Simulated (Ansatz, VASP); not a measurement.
Ti in VASP and in Ansatz

The input INCAR:

```
SYSTEM = Ti
ALGO = Fast ; EDIFF = 1E-6
ENCUT = 520 ; GGA = PE
ISIF = 2 ; ISMEAR = 0
LASPH = .TRUE. ; LCHARG = .FALSE.
LREAL = .FALSE. ; LWAVE = .FALSE.
NBANDS = 19 ; NELM = 100
PREC = Accurate ; SIGMA = 0.15
```

File KPOINTS:

```
k-points
0
G
  14 14 14
  0 0 0
```

The input POSCAR:

```
Ti
1.0
    0.0000000000     -3.2552372153      0.0000000000
   -3.2552372153      0.0000000000      0.0000000000
    0.0000000000      0.0000000000     -3.2552372153
Ti
2
Direct
    0.5237156296      0.5474312592      0.5000000000
   -0.0237156296     -0.0474312592      0.0000000000
```

Input for Ansatz:

```yaml
crystal:
  lattice:
    - [0.0, -3.2552372153, 0.0]
    - [-3.2552372153, 0.0, 0.0]
    - [0.0, 0.0, -3.2552372153]
  atoms:
    - { symbol: Ti, position: [0.5237156296, 0.5474312592, 0.5] }
    - { symbol: Ti, position: [-0.0237156296, -0.0474312592, 0.0] }
basis:
  ecutwfc: 520.0
kpoints:
  mp_grid: { grid: [14, 14, 14] }
hamiltonian:
  xc: pbe
  pseudopotentials: { kind: paw, azcp: { folder: soft_1 } }
scf:
  occupations: { method: gaussian, width: 0.15 }
output:
  forces: true
  stress: true
  eigenvalues: true
```

Change from the starting cell: mode 4 frozen in at -0.154 Å and mode 5 at -0.077 Å (largest displacements).

Alike in both runs: task single point; functional PBE; k mesh 14 × 14 × 14; occupations gaussian, width 0.15 eV; no spin polarisation.

```csv
,VASP,Ansatz
version,VASP 6.6.1,Ansatz 0.2.0
potentials or method,"VASP PAW PBE potentials, release 64 (Ti_sv), cutoff 520 eV","scalar-relativistic, plane waves, PAW"
valence electrons in the cell,24,24
```

|  | VASP | Ansatz | Ansatz less VASP |
| --- | --- | --- | --- |
| gap on the k mesh at the Fermi level (eV) | none | none | - |
| pressure (GPa) | 2.5 | 2.8 | +0.29 |
| traceless stress, the component that is largest in VASP (GPa) | 2.45 | 2.40 | -0.054 |
| rms of the force components (eV/Å) | 1.056 | 1.051 | -0.0041 |

Atom by atom the forces differ by 0.004 eV/Å (rms over components). A gap of «none» marks a metal or a gap that the smearing closes. The functional is the same, so the differences come from potentials, cutoffs and numerics.
